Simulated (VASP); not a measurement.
**Nb: single point with PBEsol**

Nb:

```xyz
1
Lattice="-0.0106 2.1150 2.1150 2.1044 0.0000 2.1044 2.1150 2.1150 -0.0106" Properties=species:S:1:pos:R:3 pbc="T T T"
Nb    0.0000    0.0000    0.0000
```

This cell differs from its parent crystal: strain -0.0100 x Voigt [0, 0, 0, 0, 1, 0].

```
Program                : VASP 6.6.1
Task                   : single point
Functional             : PBEsol
Potentials or basis    : VASP PAW PBE potentials, release 64 (Nb_sv)
Cutoff                 : 520 eV
k mesh                 : 20 × 20 × 20
Occupations            : gaussian, width 0.15 eV
Spin                   : no spin polarisation
Dipole correction      : no
Further INCAR settings : ALGO = Fast; EDIFF = 1e-07; NBANDS = 12
```

```
Pressure               : -7.2 GPa
Band gap on the k mesh : zero (an odd number of electrons rules out a gap without spin polarisation)
```

Stress tensor (GPa, compression positive):
```
-7.18  0.00 -0.53
 0.00 -7.20  0.00
-0.53  0.00 -7.18
```

Levels at points of the mesh, in eV from the Fermi level:
```tsv
k point	band 2	band 3	band 4	band 5	band 6	band 7	band 8	band 9	band 10	band 11
(0.00, 0.00, 0.00)	-30.14	-30.13	-30.11	-6.24	0.03	0.10	0.18	2.67	2.67	11.82
(0.50, 0.00, 0.00)	-31.29	-30.28	-30.27	-3.82	-0.13	-0.01	1.29	4.57	4.66	10.27
(0.00, 0.50, 0.00)	-31.30	-30.29	-30.28	-3.82	-0.16	-0.04	1.38	4.60	4.68	10.39
(0.50, 0.50, 0.00)	-31.22	-30.54	-30.54	-4.03	-3.28	3.52	4.60	5.19	5.20	11.15
(0.50, 0.00, 0.50)	-31.22	-30.56	-30.52	-4.03	-3.28	3.52	4.60	5.19	5.19	11.01
```

Run time: 3.1 min on 1 thread of Intel(R) Xeon(R) 6975P-C (Granite Rapids), with other jobs on the host, peak memory 0.36 GiB.

Caveat: the cell differs from its parent crystal (strain -0.0100 x Voigt [0, 0, 0, 0, 1, 0]); the cell stands under tension; the PAW data sets were made with another functional, which shifts forces and pressure a little.
